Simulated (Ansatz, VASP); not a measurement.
One calculation of Bi, two programs

The input POSCAR:

```
Bi
1.0
   -1.9945529707      1.9945529707      1.9945529707
    1.9945529707     -1.9945529707      1.9945529707
    1.9945529707      1.9945529707     -1.9945529707
Bi
1
Direct
    0.0000000000      0.0000000000      0.0000000000
```

The input INCAR.step1:

```
SYSTEM = Bi
  PREC = Accurate
  ENCUT = 520
  EDIFF = 1E-5
  ISMEAR = -1
  SIGMA = 0.05
  LREAL = .False.
  LASPH = .True.
  NELM = 100
  ALGO = Normal
  ISIF = 2
  LWAVE = .True.
  NBANDS = 14
  GGA = PE
```

The input INCAR.step2:

```
SYSTEM = Bi
  PREC = Accurate
  ENCUT = 520
  EDIFF = 1E-6
  ISMEAR = -1
  SIGMA = 0.05
  LREAL = .False.
  LASPH = .True.
  NELM = 100
  ALGO = Normal
  ISIF = 2
  LWAVE = .False.
  LCHARG = .True.
  GGA = B5
  LHFCALC = .True.
  AEXX = 0.5
  ALDAX = 0.5
  AGGAX = 0.5
  AGGAC = 1.0
  ALDAC = 0.0
  PRECFOCK = Normal
  LELF = .True.
  LVHAR = .True.
  NBANDS = 14
  ISTART = 1
```

Contents of KPOINTS:

```
Automatic mesh
0
Gamma
  5 5 5
  0 0 0
```

Contents of input.yaml:

```yaml
crystal:
  lattice:
    - [-1.9945529707, 1.9945529707, 1.9945529707]
    - [1.9945529707, -1.9945529707, 1.9945529707]
    - [1.9945529707, 1.9945529707, -1.9945529707]
  atoms:
    - { symbol: Bi, position: [0.0, 0.0, 0.0] }
hamiltonian:
  xc: { name: BHLYP }
  pseudopotentials: { kind: paw }
kpoints:
  mp_grid: { grid: [5, 5, 5] }
scf:
  occupations: { method: fermi_dirac, width: 0.05 }
output:
  forces: true
  stress: true
  eigenvalues: true
```

Alike in both runs: task single point; functional BHLYP; k mesh 5 × 5 × 5; occupations fermi-dirac, width 0.05 eV; no spin polarisation.

```csv
,VASP,Ansatz
version,VASP 6.6.1,Ansatz 0.2.0
potentials or method,"VASP PAW PBE potentials, release 64 (Bi_d)",Ansatz PAW
plane-wave cutoff (eV),520,420
valence electrons in the cell,15,15
```

VASP gave:

```
gap on the k mesh at the Fermi level (eV) : none
pressure (GPa)                            : 0.1
```

**Question.** Estimate Ansatz's values.

**Answer.** gap on the k mesh at the Fermi level (eV): none; pressure (GPa): 0.2.

VASP's potentials were made for PBE, not for BHLYP. A gap of «none» marks a metal or a gap that the smearing closes.

The k mesh is coarse, so the values compare programs but aren't converged. Spin-orbit coupling is off throughout.
